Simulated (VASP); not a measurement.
A run of VASP 6.6.1:

The input INCAR:

```
PREC = Accurate
ENCUT = 520
EDIFF = 1E-7
ISMEAR = 0
SIGMA = 0.01
LREAL = False
LASPH = True
NELM = 60
ALGO = Normal
ISIF = 2
LWAVE = False
LCHARG = True
LELF = True
LVHAR = True
NBANDS = 11
```

Contents of KPOINTS:

```
Automatic mesh
0
Gamma
  8 8 8
```

POSCAR

```
BeS
1.0
    2.4101588991      2.4101588991      0.0000000000
   -2.4101588991      2.4101588991      0.0000000000
    0.0000000000      2.4101588991      2.3883249937
Be S
1 1
Direct
    0.0000000000      0.0000000000      0.0000000000
    0.7500000000      0.2500000000      0.5000000000
```

Potentials or basis: VASP PAW LDA potentials, release 64 (Be, S).

Launch:

```sh
$ cat potpaw_LDA.64/Be/POTCAR potpaw_LDA.64/S/POTCAR > POTCAR
$ mpirun -np 1 vasp_std > vasp.out
```

Hardware: 1 thread of Intel(R) Xeon(R) Platinum 8259CL CPU @ 2.50GHz (Skylake/Cascade Lake) (shared host).

Problem. How long does it take, and how much memory?

Solution. Wall time 28 s on 1 thread of Intel(R) Xeon(R) Platinum 8259CL CPU @ 2.50GHz (Skylake/Cascade Lake) (shared host), peak memory 0.14 GiB. Counts: scf iterations 12, k points 59.
